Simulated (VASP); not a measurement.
## Ir: single point with LDA

Ir:

```
Ir
1.0
     2.70530    0.00000    0.00000
    -1.35265    2.34286    0.00000
     0.00000    0.00000    4.39105
Ir
2
Direct
  0.33333 0.66667 0.25000
  0.66667 0.33333 0.75000
```

This isn't the form of Ir at room conditions, which is fcc.

* Program: VASP 6.6.1
* Task: single point
* Functional: LDA
* Potentials or basis: VASP PAW LDA potentials, release 64 (Ir_sv_GW)
* Cutoff: 560 eV
* k mesh: 15 × 15 × 8
* Occupations: fermi-dirac, width 0.1 eV
* Spin: no spin polarisation
* Dipole correction: no
* Further INCAR settings: ALGO = Normal; EDIFF = 1e-06; NBANDS = 24

| Quantity | Value |
| --- | --- |
| Pressure | -0.5 GPa |
| Band gap on the k mesh | zero (bands 17 and 18 overlap by 3.38 eV) |

Stress tensor (GPa, compression positive):
```
-0.41  0.00  0.00
 0.00 -0.41  0.00
 0.00  0.00 -0.78
```

Levels at points of the mesh, in eV from the Fermi level:
```tsv
k point	band 13	band 14	band 15	band 16	band 17	band 18	band 19	band 20	band 21	band 22
(0.00, 0.00, 0.00)	-3.98	-3.30	-3.30	-2.46	-2.46	-0.82	0.28	0.28	7.23	13.67
(0.00, 0.00, 0.50)	-4.10	-4.10	-4.10	-4.10	-0.49	-0.49	-0.49	-0.49	13.18	13.18
```

Wall time 74 s on 1 thread of Intel(R) Xeon(R) 6975P-C (Granite Rapids) (shared host), peak memory 0.2 GiB.

Caveat: spin-orbit coupling is left out, which moves the levels of the heavy elements.
